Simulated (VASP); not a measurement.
The system is BaS.

```
Ba S
1.0
     0.00000    3.21180    3.21180
     3.10099    0.00000    3.21180
     3.10099    3.21180    0.00000
Ba S
1 1
Direct
  0.00000 0.00000 0.00000
  0.50000 0.50000 0.50000
```

This cell differs from its parent crystal: uniaxial x strain -3.5%.

Base run:

| Property | Result |
| --- | --- |
| Program | VASP 6.6.1 |
| Functional | r2SCAN |
| Potentials or basis | VASP PAW PBE potentials, release 64 (Ba_sv, S) |
| Cutoff | 520 eV |
| k mesh | 8 × 8 × 8 |
| Occupations | gaussian, width 0.01 eV |
| Spin | no spin polarisation |

Its results: band gap on the k mesh 2.31 eV, indirect (least direct gap 2.46 eV); pressure 2.5 GPa.

Task: The run is repeated on the same cell with these changes: functional from r2SCAN to PBE; occupations from gaussian, width 0.01 eV to fermi-dirac, width 0.02 eV. What comes out?

Result: Band gap on the k mesh 1.97 eV, indirect (least direct gap 2.11 eV); pressure 2.5 GPa.

Caveats: spin-orbit coupling is left out, which moves the levels of the heavy elements; the PAW data sets were made with another functional, which shifts forces and pressure a little (some runs).

A k mesh can miss the band edges.
